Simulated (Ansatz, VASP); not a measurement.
Cr in VASP and in Ansatz

```
Cr
1.0
     0.00000    1.81349    1.81349
     1.81349    0.00000    1.81349
     1.81349    1.81349    0.00000
Cr
1
Direct
  0.00000 0.00000 0.00000
```

Alike in both runs: task relaxation of cell and atoms; functional PBE; k mesh 8 × 8 × 8; occupations gaussian, width 0.1 eV; no spin polarisation.

```csv
,VASP,Ansatz
version,VASP 6.6.1,Ansatz 0.2.0
potentials or method,"VASP PAW PBE potentials, release 64 (Cr_pv), cutoff 600 eV","scalar-relativistic, plane waves, PAW"
valence electrons in the cell,12,14
```

```tsv
	VASP	Ansatz	Ansatz less VASP
gap on the k mesh at the Fermi level, each at its own relaxed structure (eV)	none	none	-
relaxed volume (Å³/atom)	11.93	11.93	0.000
relaxed cell length with the largest relative difference (Å)	2.565	2.565	0.0000
```

A gap of «none» marks a metal or a gap that the smearing closes. VASP's potentials hold 12 valence electrons a cell and Ansatz's 14, so a difference there can come from the potentials and not from the codes.

The k mesh is coarse, so the values compare programs but aren't converged. Noted on VASP's run: the relaxation stopped at its first step, so nothing moved.
